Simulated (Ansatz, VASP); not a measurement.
**Two plane-wave programs on Cs**

```
CELL_PARAMETERS angstrom
8.96035 0.00000 0.00000
-4.48018 7.75989 0.00000
0.00000 0.00000 5.35482
ATOMIC_POSITIONS crystal
Cs 0.00000 0.00000 0.00000
Cs 0.33333 0.66667 0.50000
Cs 0.66667 0.33333 0.50000
```

Alike in both runs: functional r2SCAN; k mesh 5 × 5 × 6; occupations fermi-dirac, width 0.1 eV; no spin polarisation.

Ansatz relaxed the structure, and its values are those at the end. VASP's run is a single point on that final structure, the one shown.

|  | VASP | Ansatz |
| --- | --- | --- |
| version | VASP 6.6.1 | Ansatz 0.2.0 |
| potentials or method | VASP PAW PBE potentials, release 64 (Cs_sv), cutoff 520 eV | plane waves (500 eV) with PAW, scalar-relativistic |
| valence electrons in the cell | 27 | 27 |

|  | VASP | Ansatz | Ansatz less VASP |
| --- | --- | --- | --- |
| pressure (GPa) | 0.0 | 0.0 | 0.00 |

VASP's potentials were made for PBE, not for r2SCAN.

Spin-orbit coupling is off throughout.
